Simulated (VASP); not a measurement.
**Ir: single point with HSE06**

Crystal: Ir.

```
Ir
1.0
     2.69521    0.00000    0.00000
    -1.34761    2.33412    0.00000
     0.00000    0.00000    4.37120
Ir
2
Direct
  0.33333 0.66667 0.25000
  0.66667 0.33333 0.75000
```

This isn't the form of Ir at room conditions, which is fcc.

```json
{"Program": "VASP 6.6.1", "Task": "single point", "Functional": "HSE06", "Potentials or basis": "VASP PAW PBE potentials, release 64 (Ir)", "Cutoff": "520 eV", "k mesh": "6 × 6 × 4", "Occupations": "fermi-dirac, width 0.05 eV", "Spin": "no spin polarisation"}
```

| Property | Result |
| --- | --- |
| Pressure | 11.0 GPa |
| Band gap on the k mesh | zero (bands 9 and 10 overlap by 4.16 eV) |

Stress tensor (GPa, compression positive):
```
14.10  0.00  0.00
 0.00 14.10  0.00
 0.00  0.00  4.91
```

Levels at points of the mesh, in eV from the Fermi level:
| k point | band 5 | band 6 | band 7 | band 8 | band 9 | band 10 | band 11 | band 12 | band 13 | band 14 |
| --- | --- | --- | --- | --- | --- | --- | --- | --- | --- | --- |
| (0.00, 0.00, 0.00) | -4.45 | -3.69 | -3.69 | -2.79 | -2.79 | -0.78 | 0.75 | 0.75 | 8.72 | 15.67 |
| (0.50, 0.00, 0.00) | -4.06 | -3.75 | -3.41 | 1.15 | 1.45 | 1.63 | 3.76 | 5.50 | 9.80 | 11.84 |
| (0.00, 0.00, 0.50) | -4.60 | -4.60 | -4.60 | -4.60 | -0.34 | -0.34 | -0.34 | -0.34 | 15.09 | 15.09 |
| (0.50, 0.00, 0.50) | -2.40 | -2.40 | -0.90 | -0.90 | 1.48 | 1.48 | 2.65 | 2.65 | 9.36 | 9.36 |

Run time: 40 min on 1 thread of Intel(R) Xeon(R) Platinum 8259CL CPU @ 2.50GHz (Skylake/Cascade Lake), with other jobs on the host, peak memory 0.27 GiB.

Caveat: the k points lie up to 0.45 Å⁻¹ apart, too coarse for converged energies and pressures of a metal; the PAW data sets were made with another functional, which shifts forces and pressure a little; spin-orbit coupling is left out, which moves the levels of the heavy elements.
